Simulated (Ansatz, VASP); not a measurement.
This is a calculation of Pt for VASP 6.6.1.

INCAR

```
PREC = Accurate
ENCUT = 500
EDIFF = 1E-6
ISMEAR = 0
SIGMA = 0.019000000000000003
LREAL = False
LASPH = True
NELM = 120
ALGO = Normal
ISIF = 2
LWAVE = False
LCHARG = False
GGA = PE
NBANDS = 11
GGA_COMPAT = False
```

Contents of KPOINTS:

```
regular mesh
0
Gamma
  12 12 12
```

The input POSCAR:

```
Pt
1.0
   -1.5842200000      1.5842200000      1.5842200000
    1.5842200000     -1.5842200000      1.5842200000
    1.5842200000      1.5842200000     -1.5842200000
Pt
1
Direct
    0.0000000000      0.0000000000      0.0000000000
```

Potentials or basis: VASP PAW PBE potentials, release 64 (Pt).

Command:

```sh
$ cat potpaw_PBE.64/Pt/POTCAR > POTCAR
$ mpirun -np 1 vasp_std > vasp.out
```

Q: Set up the same calculation for Ansatz 0.2.0. Potentials there: Ansatz PAW.

A: As run (the cutoff follows the program's own potentials):

Contents of input.yaml:

```yaml
crystal:
  lattice:
    - [-1.58422, 1.58422, 1.58422]
    - [1.58422, -1.58422, 1.58422]
    - [1.58422, 1.58422, -1.58422]
  atoms:
    - { symbol: Pt, position: [0.0, 0.0, 0.0] }
hamiltonian:
  xc: pbe
  pseudopotentials: { kind: paw }
kpoints:
  mp_grid: { grid: [12, 12, 12] }
scf:
  occupations: { method: gaussian, width: 0.019 }
output:
  forces: true
  stress: true
  eigenvalues: true
```

Potentials or basis: Ansatz PAW.

Run with:

```console
$ ansatz run input.yaml --threads 2 --pin off --max-ram 5632MiB --backend cpu --events-out ev --progress --plain --runs-dir out
```

Both were run:

|  | VASP | Ansatz | Ansatz less VASP |
| --- | --- | --- | --- |
| gap on the k mesh at the Fermi level (eV) | none | none | - |
| pressure (GPa) | -1.9 | -1.4 | +0.44 |

A gap of «none» marks a metal or a gap that the smearing closes. VASP's potentials hold 10 valence electrons a cell and Ansatz's 18, so a difference there can come from the potentials and not from the codes.

Spin-orbit coupling is off throughout.
